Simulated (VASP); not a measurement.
# Hf2Ti3N5 (I4/mmm) in VASP: single point with PBE

Aim: the single point of Hf2Ti3N5 with PBE.

Program: VASP 6.6.1. These are calculated values, not measurements. Logs are shortened: lines on timing, memory, paths and dates and some standing lists are left out, and cuts for length are marked.

### 1 The cell of the first run

Symmetry: I4/mmm, No. 139, tetragonal system. The conventional cell has a = 3.109 Å, b = 3.109 Å, c = 21.912 Å, α = 90.00°, β = 90.00°, γ = 90.00°. Within 2.9 Å of Hf (site symmetry 4mm) lie 6 N at 2.17 to 2.36 Å. Within 2.8 Å of Ti (site symmetry 4/mmm) lie 6 N at 2.10 to 2.20 Å. Within 2.7 Å of Ti (site symmetry 4mm) lie 6 N at 2.05 to 2.28 Å. N (site symmetry 4mm) has 5 Ti at 2.10 to 2.20 Å and 1 Hf at 2.17 Å within 2.8 Å. N (site symmetry 4mm) has 5 Hf at 2.20 to 2.36 Å and 1 Ti at 2.28 Å within 2.9 Å. Within 2.7 Å of N (site symmetry 4/mmm) lie 6 Ti at 2.05 to 2.20 Å.

### 2 Single point, PBE

The input, INCAR:

```
SYSTEM = Hf2Ti3N5
PREC = Accurate
ENCUT = 520
EDIFF = 1E-7
ISMEAR = 0
SIGMA = 0.2
LREAL = .FALSE.
LASPH = .TRUE.
NELM = 100
ALGO = Normal
ISIF = 2
LWAVE = .FALSE.
LCHARG = .FALSE.
GGA = PE
NBANDS = 52
```

The input, KPOINTS:

```
Automatic mesh
0
G
  8 8 8
  0 0 0
```

The input, POSCAR:

```
Hf2Ti3N5
1.0
    0.0000000000     -3.1094374000      0.0000000000
    3.1094374000      0.0000000000      0.0000000000
   -1.5547187000      1.5547187000     10.9559268000
Hf Ti N
2 3 5
Direct
    0.1948090000      0.1948090000      0.3896180000
    0.8051910000      0.8051910000      0.6103820000
    0.0000000000      0.0000000000      0.0000000000
    0.5935150000      0.5935150000      0.1870300000
    0.4064850000      0.4064850000      0.8129700000
    0.0958180000      0.0958180000      0.1916360000
    0.6976860000      0.6976860000      0.3953720000
    0.3023140000      0.3023140000      0.6046280000
    0.9041820000      0.9041820000      0.8083640000
    0.5000000000      0.5000000000      0.0000000000
```

Potentials or basis: VASP PAW PBE potentials, release 64 (Hf_pv, Ti_sv, N).

On the command line:

```bash
> cat potpaw_PBE.64/Hf_pv/POTCAR potpaw_PBE.64/Ti_sv/POTCAR potpaw_PBE.64/N/POTCAR > POTCAR
> mpirun -np 1 vasp_std > vasp.out
```

OUTCAR:

```text
SYSTEM = Hf2Ti3N5
   PREC = Accurate
   ENCUT = 520
   EDIFF = 1E-7
   ISMEAR = 0
   LREAL = .FALSE.
   LASPH = .TRUE.
   NELM = 100
   ISIF = 2
   GGA = PE

 ion  position               nearest neighbor table
   1  0.195  0.195  0.390-   6 2.17   7 2.20   7 2.20   7 2.20   7 2.20   8 2.36   4 3.12   4 3.12
                             4 3.12   4 3.12   2 3.27   2 3.27   2 3.27   2 3.27
   2  0.805  0.805  0.610-   9 2.17   8 2.20   8 2.20   8 2.20   8 2.20   7 2.36   5 3.12   5 3.12
                             5 3.12   5 3.12   1 3.27   1 3.27   1 3.27   1 3.27
   3  0.000  0.000  0.000-   6 2.10   9 2.10  10 2.20  10 2.20  10 2.20  10 2.20
   4  0.594  0.594  0.187-  10 2.05   6 2.20   6 2.20   6 2.20   6 2.20   7 2.28   1 3.12   1 3.12
                             1 3.12   1 3.12
   5  0.406  0.406  0.813-  10 2.05   9 2.20   9 2.20   9 2.20   9 2.20   8 2.28   2 3.12   2 3.12
                             2 3.12   2 3.12
   6  0.096  0.096  0.192-   3 2.10   1 2.17   4 2.20   4 2.20   4 2.20   4 2.20
   7  0.698  0.698  0.395-   1 2.20   1 2.20   1 2.20   1 2.20   4 2.28   2 2.36
   8  0.302  0.302  0.605-   2 2.20   2 2.20   2 2.20   2 2.20   5 2.28   1 2.36
   9  0.904  0.904  0.808-   3 2.10   2 2.17   5 2.20   5 2.20   5 2.20   5 2.20
  10  0.500  0.500  0.000-   4 2.05   5 2.05   3 2.20   3 2.20   3 2.20   3 2.20

  LATTYP: Found a body centered tetragonal cell.
 ALAT       =     3.1094374000
 C/A-ratio  =     7.0468868741

  Lattice vectors:

 A1 = (  -1.5547187000,  -1.5547187000, -10.9559268000)
 A2 = (   1.5547187000,   1.5547187000, -10.9559268000)
 A3 = (   1.5547187000,  -1.5547187000,  10.9559268000)

Analysis of symmetry for initial positions (statically):
=====================================================================
 Subroutine PRICEL returns:
 Original cell was already a primitive cell.

 Routine SETGRP: Setting up the symmetry group for a
 body centered tetragonal supercell.

 Subroutine GETGRP returns: Found 16 space group operations
 (whereof 16 operations were pure point group operations)
 out of a pool of 16 trial point group operations.

The static configuration has the point symmetry D_4h.

Analysis of symmetry for dynamics (positions and initial velocities):
=====================================================================
 Subroutine PRICEL returns:
 Original cell was already a primitive cell.

 Routine SETGRP: Setting up the symmetry group for a
 body centered tetragonal supercell.

 Subroutine GETGRP returns: Found 16 space group operations
 (whereof 16 operations were pure point group operations)
 out of a pool of 16 trial point group operations.

The dynamic configuration has the point symmetry D_4h.

[... 121 lines left out ...]
   ISYM   =      2    0-nonsym 1-usesym 2-fastsym
   POTIM  = 0.5000    time-step for ionic-motion
   TEBEG  =    0.0;   TEEND  =   0.0 temperature during run
   PSTRESS=    0.0 pullay stress
   NELECT =      81.0000    total number of electrons
   NUPDOWN=      -1.0000    fix difference up-down
   EMIN   =  10.00;   EMAX   =-10.00  energy-range for DOS
   EFERMI =   0.00;   METHOD = LEGACY
   ISMEAR =     0;   SIGMA  =   0.20  broadening in eV -4-tet -1-fermi 0-gaus
   EFERMI_NEDOS =   21; number of points for ismear=-14 and -15
   IALGO  =     38    algorithm
   IMIX   =      4    mixing-type and parameters
     AMIX     =   0.40;   BMIX     =  1.00
     AMIX_MAG =   1.60;   BMIX_MAG =  1.00
  volume/ion in A,a.u.               =      10.59        71.48
  Fermi-wavevector in a.u.,A,eV,Ry     =   1.497036  2.828988 30.492246  2.241117
  Thomas-Fermi vector in A             =   2.608976
   LORBIT       =      0    0 simple, 1 ext, 2 COOP (PROOUT), +10 PAW based schemes
   GGA     = PE    functional components
   LHFCALC =     F    Hartree Fock is set to
   AEXX    =    0.0000 exact exchange contribution
   IVDW    =     0    specifies the selected vdW correction
   LEPSILON=     F    determine dielectric tensor
   LRPA    =     F    only Hartree local field effects (RPA)
 non-spin polarized calculation
 Gauss-broadening in eV      SIGMA  =   0.20
  energy-cutoff  :      520.00
  volume of cell :      105.93
 maximum number of plane-waves:      2888
   NGX = 11   NGY = 11   NGZ = 41

 number of electron      80.9999996 magnetization

 Free energy of the ion-electron system (eV)
  ---------------------------------------------------
  ext. energy  EPLUGINS =         0.00000000
  ---------------------------------------------------
  free energy    TOTEN  =      -102.20404256 eV

  energy without entropy =     -102.11024179  energy(sigma->0) =     -102.15714217

 E-fermi :   9.7537     XC(G=0): -12.7422

 val. band max:        9.7535300656   @ k =   0.2500   0.1250   0.2500
 cond. band min:       9.7653832122   @ k =   0.1250   0.1250   0.1250
 fundamental gap:      0.0118531465
 Fermi energy:         9.7536956716

 k-point     1 :       0.0000    0.0000    0.0000
  band No.  band energies     occupation
      1     -48.1167      2.00000
      2     -48.0865      2.00000
      3     -48.0246      2.00000
      4     -24.5218      2.00000
      5     -24.3976      2.00000
      6     -24.3407      2.00000
[... 1309 lines left out ...]
     51      12.3002      0.00000
     52      12.4003      0.00000

 [... further k-points ...]
[... 5 lines left out ...]
  --------------------------------------------------------------------------------------
  -------------------------------------------------------------------------------------
  Total       -0.3849708     -0.3849708     -0.5875005      0.0000000     -0.0000000     -0.0000000
  in kB       -5.8227168     -5.8227168     -8.8859945      0.0000000     -0.0000000     -0.0000000
  external PRESSURE =      -6.8438094 kB  Pullay stress =       0.0000000 kB

 VOLUME and BASIS-vectors are now :
 -----------------------------------------------------------------------------
  energy-cutoff  :      520.00
  volume of cell :      105.93
      direct lattice vectors                 reciprocal lattice vectors
     0.000000000 -3.109437400  0.000000000     0.000000000 -0.321601586  0.045637399
     3.109437400  0.000000000  0.000000000     0.321601586  0.000000000  0.045637399
    -1.554718700  1.554718700 10.955926800     0.000000000  0.000000000  0.091274797

 POSITION                                       TOTAL-FORCE (eV/Angst)
 -----------------------------------------------------------------------------------
      0.00000      0.00000      4.26863        -0.000000      0.000000     -0.012234
      1.55472     -1.55472      6.68730         0.000000     -0.000000      0.012234
      0.00000      0.00000      0.00000        -0.000000      0.000000     -0.000000
      1.55472     -1.55472      2.04909        -0.000000      0.000000      0.009691
      0.00000     -0.00000      8.90684         0.000000     -0.000000     -0.009691
      0.00000      0.00000      2.09955         0.000000     -0.000000      0.057610
      1.55472     -1.55472      4.33167         0.000000     -0.000000      0.056880
      0.00000     -0.00000      6.62426        -0.000000      0.000000     -0.056880
      1.55472     -1.55472      8.85638        -0.000000      0.000000     -0.057610
      1.55472     -1.55472      0.00000         0.000000      0.000000     -0.000000
 -----------------------------------------------------------------------------------
    total drift:                                0.000000     -0.000000     -0.000000

  FREE ENERGIE OF THE ION-ELECTRON SYSTEM (eV)
  ---------------------------------------------------
  free  energy   TOTEN  =      -102.2040425566 eV

  energy  without entropy=     -102.1102417932  energy(sigma->0) =     -102.15714217
```

Run time: 16 min. Hardware: 1 thread of AMD EPYC 7R43 (Zen 3), shared host; peak memory 0.35 GiB.

What came out:

* Free energy: -102.2040 eV
* Pressure: -0.7 GPa
* Largest force: 0.058 eV/Å
* Band gap on the k mesh: zero (an odd number of electrons rules out a gap without spin polarisation)

Forces in eV/Å, atoms in the order of the input:
```
Hf   0.000  0.000 -0.012
Hf   0.000  0.000  0.012
Ti   0.000  0.000  0.000
Ti   0.000  0.000  0.010
Ti   0.000  0.000 -0.010
N    0.000  0.000  0.058
N    0.000  0.000  0.057
N    0.000  0.000 -0.057
N    0.000  0.000 -0.058
N    0.000  0.000  0.000
```

Caveat: spin-orbit coupling is left out, which moves the levels of the heavy elements.
